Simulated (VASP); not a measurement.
A run of VASP 6.6.1:

The input POSCAR:

```
In3SbAs2
1.0
   -2.1690955078      2.1690955078      9.1886320483
    2.1690955078     -2.1690955078      9.1886320483
    2.1690955078      2.1690955078     -9.1886320483
As In Sb
2 3 1
Direct
    0.1706926284      0.1706926284      0.0000000000
    0.8293073716      0.8293073716      0.0000000000
    0.7500000000      0.2500000000      0.5000000000
    0.4088772157      0.9088772157      0.5000000000
    0.0911227843      0.5911227843      0.5000000000
    0.5000000000      0.5000000000      0.0000000000
```

The input INCAR.step1:

```
SYSTEM = In3SbAs2
ALGO = Normal ; EDIFF = 1E-4
ENCUT = 520 ; GGA = PE
ISMEAR = -1 ; LASPH = .TRUE.
LCHARG = .FALSE. ; LREAL = .FALSE.
LWAVE = .TRUE. ; NBANDS = 36
NELM = 60 ; PREC = Accurate
SIGMA = 0.02
```

File INCAR.step2:

```
SYSTEM = In3SbAs2
ALGO = Normal ; EDIFF = 1E-6
ENCUT = 520 ; ISIF = 2
ISMEAR = -1 ; ISTART = 1
LASPH = .TRUE. ; LCHARG = .FALSE.
LMIXTAU = .TRUE. ; LREAL = .FALSE.
LWAVE = .FALSE. ; METAGGA = R2SCAN
NBANDS = 36 ; NELM = 60
PREC = Accurate ; SIGMA = 0.02
```

File KPOINTS:

```
k-points
0
G
  6 6 6
  0 0 0
```

Potentials or basis: VASP PAW PBE potentials, release 64 (As, In_d, Sb).

The run is started by

```sh
$ cat potpaw_PBE.64/As/POTCAR potpaw_PBE.64/In_d/POTCAR potpaw_PBE.64/Sb/POTCAR > POTCAR
$ cp INCAR.step1 INCAR
$ mpirun -np 1 vasp_std > vasp.out
$ cp INCAR.step2 INCAR
$ mpirun -np 1 vasp_std > vasp.out
```

Hardware: 1 thread of Intel(R) Xeon(R) 6975P-C (Granite Rapids), on a shared host.

Q: Estimate the wall time of this run.

A: Run time: 27 min on 1 thread of Intel(R) Xeon(R) 6975P-C (Granite Rapids) (shared host), peak memory 0.93 GiB. Counts: k points 30.
